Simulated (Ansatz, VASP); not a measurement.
**C in VASP and in Ansatz**

```
C
1.0
     1.28074   -2.19545    0.00000
     1.28074    2.19545    0.00000
     0.00000    0.00000    6.79689
C
4
Direct
  0.11758 0.88242 0.74805
  0.61758 0.38242 0.25195
  0.88242 0.11758 0.25195
  0.38242 0.61758 0.74805
```

Alike in both runs: task single point; functional PBE; k mesh 21 × 21 × 6; occupations gaussian, width 0.1 eV; no spin polarisation.

|  | VASP | Ansatz |
| --- | --- | --- |
| version | VASP 6.6.1 | Ansatz 0.2.0 |
| potentials or method | VASP PAW PBE potentials, release 64 (C), cutoff 520 eV | scalar-relativistic, plane waves, PAW |
| valence electrons in the cell | 16 | 16 |

|  | VASP | Ansatz | Ansatz less VASP |
| --- | --- | --- | --- |
| gap on the k mesh at the Fermi level (eV) | none | none | - |
| pressure (GPa) | 24.5 | 24.0 | -0.48 |
| traceless stress, the component that is largest in VASP (GPa) | 66.03 | 64.76 | -1.273 |
| rms of the force components (eV/Å) | 11.614 | 11.496 | -0.1186 |

Atom by atom the forces differ by 0.119 eV/Å (rms over components). A gap of «none» marks a metal or a gap that the smearing closes.
